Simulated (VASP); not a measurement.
# SnS2 (P-3m1) in VASP: settings compared

SnS2 is run at these levels: HSE06, r2SCAN; tasks: single point.

All numbers are computed with VASP 6.6.1; they aren't measurements. Logs are shortened: lines on timing, memory, paths and dates and some standing lists are left out, and cuts for length are marked.

## 1. The cell of the first run

The structure is trigonal, space group P-3m1 (No. 164). The conventional cell has a = 3.588 Å, b = 3.588 Å, c = 6.055 Å, α = 90.00°, β = 90.00°, γ = 120.00°. Within 3.4 Å of Sn (site symmetry -3m) lie 6 S at 2.55 Å. Within 3.4 Å of S (site symmetry 3m) lie 3 Sn at 2.55 Å.

## 2. Single point, HSE06 (epitaxial xy strain -2.0%)

File POSCAR:

```
SnS2
1.0
    3.5875397104      0.0000000000      0.0000000000
   -1.7937698552      3.1069005263      0.0000000000
    0.0000000000      0.0000000000      6.0546406447
Sn S
1 2
Direct
    0.0000000000      0.0000000000      0.0000000000
    0.3333333333      0.6666666667      0.2460766716
    0.6666666667      0.3333333333      0.7539233284
```

File INCAR.step1:

```
PREC = Accurate ; ENCUT = 400
EDIFF = 1E-5 ; ISMEAR = 0
SIGMA = 0.01 ; LREAL = F
LASPH = T ; NELM = 120
ALGO = Normal ; ISIF = 2
LWAVE = T ; NBANDS = 20
GGA = PE ; GGA_COMPAT = F
```

File INCAR.step2:

```
PREC = Accurate ; ENCUT = 400
EDIFF = 1E-6 ; ISMEAR = 0
SIGMA = 0.01 ; LREAL = F
LASPH = T ; NELM = 120
ALGO = Normal ; ISIF = 2
LWAVE = F ; LCHARG = T
GGA = PE ; LHFCALC = T
HFSCREEN = 0.2079 ; PRECFOCK = Normal
LELF = T ; LVHAR = T
NBANDS = 20 ; ISTART = 1
GGA_COMPAT = F
```

File KPOINTS:

```
Automatic mesh
0
Gamma
  6 6 4
```

Potentials or basis: VASP PAW PBE potentials, release 64 (Sn_d, S).

Started as:

```console
$ cat potpaw_PBE.64/Sn_d/POTCAR potpaw_PBE.64/S/POTCAR > POTCAR
$ cp INCAR.step1 INCAR
$ mpirun -np 1 vasp_std > vasp.out
$ cp INCAR.step2 INCAR
$ mpirun -np 1 vasp_std > vasp.out
```

OUTCAR:

```text
PREC = Accurate
   ENCUT = 400
   EDIFF = 1E-6
   ISMEAR = 0
   LREAL = F
   LASPH = T
   NELM = 120
   ISIF = 2
   GGA = PE
   LHFCALC = T
   HFSCREEN = 0.2079
   PRECFOCK = Normal
   ISTART = 1

 ion  position               nearest neighbor table
   1  0.000  0.000  0.000-   2 2.55   3 2.55   3 2.55   2 2.55   3 2.55   2 2.55
   2  0.333  0.667  0.246-   1 2.55   1 2.55   1 2.55
   3  0.667  0.333  0.754-   1 2.55   1 2.55   1 2.55

  LATTYP: Found a hexagonal cell.
 ALAT       =     3.5875397104
 C/A-ratio  =     1.6876860282

  Lattice vectors:

 A1 = (   3.5875397104,   0.0000000000,   0.0000000000)
 A2 = (  -1.7937698552,   3.1069005263,   0.0000000000)
 A3 = (   0.0000000000,   0.0000000000,   6.0546406447)

Analysis of symmetry for initial positions (statically):
=====================================================================
 Subroutine PRICEL returns:
 Original cell was already a primitive cell.

 Routine SETGRP: Setting up the symmetry group for a
 hexagonal supercell.

 Subroutine GETGRP returns: Found 12 space group operations
 (whereof 12 operations were pure point group operations)
 out of a pool of 24 trial point group operations.

The static configuration has the point symmetry D_3d.

Analysis of symmetry for dynamics (positions and initial velocities):
=====================================================================
 Subroutine PRICEL returns:
 Original cell was already a primitive cell.

 Routine SETGRP: Setting up the symmetry group for a
 hexagonal supercell.

 Subroutine GETGRP returns: Found 12 space group operations
 (whereof 12 operations were pure point group operations)
 out of a pool of 24 trial point group operations.

The dynamic configuration has the point symmetry D_3d.

 Subroutine INISYM returns: Found 12 space group operations
 (whereof 12 operations are pure point group operations),
 and found     1 'primitive' translations

----------------------------------------------------------------------------------------

                                     Primitive cell

  volume of cell :      67.4858

  direct lattice vectors                    reciprocal lattice vectors
     3.587539710  0.000000000  0.000000000     0.278742559  0.160932092  0.000000000
    -1.793769855  3.106900526  0.000000000     0.000000000  0.321864183  0.000000000
     0.000000000  0.000000000  6.054640645     0.000000000  0.000000000  0.165162568

  length of vectors
     3.587539710  3.587539710  6.054640645     0.321864183  0.321864183  0.165162568

  position of ions in fractional coordinates (direct lattice)
     0.000000000  0.000000000  0.000000000
     0.333333333  0.666666667  0.246076672
     0.666666667  0.333333333  0.753923328

  ion indices of the primitive-cell ions
   primitive index   ion index
                 1           1
                 2           2
                 3           3

----------------------------------------------------------------------------------------

 KPOINTS: Automatic mesh

Automatic generation of k-mesh.
 Grid dimensions read from file:
 generate k-points for:    6    6    4

 Generating k-lattice:

  Cartesian coordinates                     Fractional coordinates (reciprocal lattice)
     0.046457093  0.026822015  0.000000000     0.166666667  0.000000000  0.000000000
     0.000000000  0.053644031  0.000000000     0.000000000  0.166666667  0.000000000
     0.000000000  0.000000000  0.041290642     0.000000000  0.000000000  0.250000000

  Length of vectors
     0.053644031  0.053644031  0.041290642

  Shift w.r.t. Gamma in fractional coordinates (k-lattice)
     0.000000000  0.000000000  0.000000000

 Subroutine IBZKPT returns following result:
 ===========================================

 Found     24 irreducible k-points:

 Following reciprocal coordinates:
            Coordinates               Weight
  0.000000  0.000000  0.000000      1.000000
  0.166667  0.000000  0.000000      6.000000
  0.333333 -0.000000  0.000000      6.000000
  0.500000 -0.000000  0.000000      3.000000
  0.166667  0.166667  0.000000      6.000000
  0.333333  0.166667  0.000000     12.000000
[... 16 lines left out ...]
  0.333333  0.166667  0.500000     12.000000
  0.333333  0.333333  0.500000      2.000000
   k-points           NKPTS =     24   k-points in BZ     NKDIM =    144   number of bands    NBANDS=     20
   number of dos      NEDOS =    301   number of ions     NIONS =      3
   total plane-waves  NPLWV =  23040
   dimension x,y,z NGX =    24 NGY =   24 NGZ =   40
   dimension x,y,z NGXF=    48 NGYF=   48 NGZF=   80
   ions per type =               1   2
   NGX,Y,Z   is equivalent  to a cutoff of  11.12, 11.12, 10.98 a.u.
   NGXF,Y,Z  is equivalent  to a cutoff of  22.24, 22.24, 21.97 a.u.
 SYSTEM =  unknown system
   PREC   = accura    normal or accurate (medium, high low for compatibility)
   ISTART =      1    job   : 0-new  1-cont  2-samecut
   ICHARG =      0    charge: 1-file 2-atom 10-const
   ISPIN  =      1    spin polarized calculation?
   LNONCOLLINEAR =      F non collinear calculations
   LSORBIT =      F    spin-orbit coupling
   LASPH  =      T    aspherical Exc in radial PAW
   ENCUT  =  400.0 eV  29.40 Ry    5.42 a.u.   5.85  5.85  9.87*2*pi/ulx,y,z
   NELM   =    120;   NELMIN=  2; NELMDL=  0     # of ELM steps
   EDIFF  = 0.1E-05   stopping-criterion for ELM
   LREAL  =      F    real-space projection
   EDIFFG = 0.1E-04   stopping-criterion for IOM
   NSW    =      0    number of steps for IOM
   IBRION =     -1    ionic relax: 0-MD 1-quasi-New 2-CG
   NFREE  =      0    steps in history (QN), initial steepest desc. (CG)
   ISIF   =      2    stress and relaxation
   ISYM   =      3    0-nonsym 1-usesym 2-fastsym
   POTIM  = 0.5000    time-step for ionic-motion
   TEBEG  =    0.0;   TEEND  =   0.0 temperature during run
   PSTRESS=    0.0 pullay stress
   NELECT =      26.0000    total number of electrons
   NUPDOWN=      -1.0000    fix difference up-down
   EMIN   =  10.00;   EMAX   =-10.00  energy-range for DOS
   EFERMI =   0.00;   METHOD = LEGACY
   ISMEAR =     0;   SIGMA  =   0.01  broadening in eV -4-tet -1-fermi 0-gaus
   EFERMI_NEDOS =   21; number of points for ismear=-14 and -15
   IALGO  =     38    algorithm
   IMIX   =      1    mixing-type and parameters
     AMIX     =   0.40;   BMIX     =  1.00
     AMIX_MAG =   1.60;   BMIX_MAG =  1.00
  volume/ion in A,a.u.               =      22.50       151.81
  Fermi-wavevector in a.u.,A,eV,Ry     =   1.191229  2.251096 19.307017  1.419026
  Thomas-Fermi vector in A             =   2.327295
   LORBIT       =      0    0 simple, 1 ext, 2 COOP (PROOUT), +10 PAW based schemes
   GGA     = PE    functional components
   LHFCALC =     T    Hartree Fock is set to
   PRECFOCK=normal    Normal, Fast or Accurate (Low or Medium for compatibility)
   ENCUT4O =  -1.0   cutoff for four orbital integrals eV
   NKREDX  =     1    reduce k-point grid by
   NKREDY  =     1    reduce k-point grid by
   NKREDZ  =     1    reduce k-point grid by
   AEXX    =    0.2500 exact exchange contribution
   HFSCREEN=    0.2079 screening length (either q_TF or 0.3 A-1)
   HFSCREENC=   0.2079 screening length for correlation (either q_TF or 0.3 A-1)
   ENCUTFOCK=  -1.0 apply spherical cutoff to Coloumb kernel
   IVDW    =     0    specifies the selected vdW correction
   LEPSILON=     F    determine dielectric tensor
   LRPA    =     F    only Hartree local field effects (RPA)
 non-spin polarized calculation
 Gauss-broadening in eV      SIGMA  =   0.01
  energy-cutoff  :      400.00
  volume of cell :       67.49
 maximum number of plane-waves:      1254
 NGX is ok and might be reduce to    24
  NGX = 18; NGY = 18; NGZ = 30

 number of electron      25.9999999 magnetization

 Free energy of the ion-electron system (eV)
  ---------------------------------------------------
  ext. energy  EPLUGINS =         0.00000000
  ---------------------------------------------------
  free energy    TOTEN  =       -16.16164435 eV

  energy without entropy =      -16.16164435  energy(sigma->0) =      -16.16164435

 E-fermi :   4.1833     XC(G=0):  -7.9816

 val. band max:        4.1064547040   @ k =   0.1667   0.0000   0.0000
 cond. band min:       6.4544578145   @ k =   0.5000  -0.0000   0.5000
 fundamental gap:      2.3480031105
 Fermi energy:         4.1833381667

 k-point     1 :       0.0000    0.0000    0.0000
  band No.  band energies     occupation
      1     -18.7599      2.00000
      2     -18.7599      2.00000
      3     -18.6834      2.00000
      4     -18.6585      2.00000
      5     -18.6585      2.00000
      6     -11.2053      2.00000
[... 12 lines left out ...]
     19      14.9391      0.00000
     20      14.9391      0.00000

 k-point     2 :       0.1667    0.0000    0.0000
  band No.  band energies     occupation
      1     -18.7825      2.00000
      2     -18.7436      2.00000
      3     -18.6745      2.00000
      4     -18.6645      2.00000
      5     -18.6552      2.00000
      6     -10.8525      2.00000
[... 12 lines left out ...]
     19      14.3658      0.00000
     20      15.2072      0.00000

 k-point     3 :       0.3333   -0.0000    0.0000
  band No.  band energies     occupation
      1     -18.8335      2.00000
      2     -18.7241      2.00000
      3     -18.6941      2.00000
      4     -18.6353      2.00000
      5     -18.6330      2.00000
      6      -9.8908      2.00000
[... 12 lines left out ...]
     19      14.9015      0.00000
     20      15.5433      0.00000

 k-point     4 :       0.5000   -0.0000    0.0000
  band No.  band energies     occupation
      1     -18.8601      2.00000
      2     -18.7209      2.00000
      3     -18.7037      2.00000
      4     -18.6186      2.00000
      5     -18.6162      2.00000
      6      -9.0231      2.00000
[... 429 lines left out ...]
 k-point    23 :       0.3333    0.1667    0.5000
  band No.  band energies     occupation
      1     -18.8338      2.00000
      2     -18.7430      2.00000
      3     -18.6880      2.00000
      4     -18.6396      2.00000
      5     -18.6167      2.00000
      6      -9.0274      2.00000
[... 12 lines left out ...]
     19      14.5265      0.00000
     20      15.7726      0.00000

 k-point    24 :       0.3333    0.3333    0.5000
  band No.  band energies     occupation
      1     -18.7920      2.00000
      2     -18.7920      2.00000
      3     -18.6583      2.00000
      4     -18.6583      2.00000
      5     -18.6220      2.00000
      6      -8.3683      2.00000
[... 12 lines left out ...]
     19      15.0073      0.00000
     20      15.1439      0.00000

------------------------ aborting loop because EDIFF is reached ----------------------------------------

  FORCE on cell =-STRESS in cart. coord.  units (eV):
  Direction    XX          YY          ZZ          XY          YZ          ZX
  --------------------------------------------------------------------------------------
  -------------------------------------------------------------------------------------
  Total        1.3552917      1.3552917     -0.1228648     -0.0000000      0.0000000     -0.0000000
  in kB       32.1759155     32.1759155     -2.9169263     -0.0000000      0.0000000     -0.0000000
  external PRESSURE =      20.4783016 kB  Pullay stress =       0.0000000 kB

 VOLUME and BASIS-vectors are now :
 -----------------------------------------------------------------------------
  energy-cutoff  :      400.00
  volume of cell :       67.49
      direct lattice vectors                 reciprocal lattice vectors
     3.587539710  0.000000000  0.000000000     0.278742559  0.160932092  0.000000000
    -1.793769855  3.106900526  0.000000000     0.000000000  0.321864183  0.000000000
     0.000000000  0.000000000  6.054640645     0.000000000  0.000000000  0.165162568

 POSITION                                       TOTAL-FORCE (eV/Angst)
 -----------------------------------------------------------------------------------
      0.00000      0.00000      0.00000         0.000000      0.000000     -0.000000
     -0.00000      2.07127      1.48991        -0.000000      0.000000     -0.274318
      1.79377      1.03563      4.56473         0.000000      0.000000      0.274318
 -----------------------------------------------------------------------------------
    total drift:                                0.000000     -0.000000     -0.000001

  FREE ENERGIE OF THE ION-ELECTRON SYSTEM (eV)
  ---------------------------------------------------
  free  energy   TOTEN  =       -16.1616443499 eV

  energy  without entropy=      -16.1616443499  energy(sigma->0) =      -16.16164435
```

It took 39 min on 1 thread of Intel Xeon Platinum 8488C (Sapphire Rapids), shared host; peak memory 0.28 GiB.

What came out:

```yaml
Free_energy: -16.1616 eV
Pressure: 2.0 GPa
Largest_force: 0.274 eV/Å
Band_gap_on_the_k_mesh: 2.35 eV (least direct gap 2.78 eV)
```

Forces on the atoms (eV/Å):
```
Sn   0.000  0.000  0.000
S    0.000  0.000 -0.274
S    0.000  0.000  0.274
```

Stress tensor (GPa, compression positive):
```
 3.22  0.00  0.00
 0.00  3.22  0.00
 0.00  0.00 -0.29
```

Caveat: the cell differs from its parent crystal (epitaxial xy strain -2.0%); the PAW data sets were made with another functional, which shifts forces and pressure a little; spin-orbit coupling is left out, which moves the levels of the heavy elements; this functional lacks dispersion, which binds layers or chains, so the pressure and a relaxed spacing across them are unreliable.

(Part 1 of 2 ends here.)
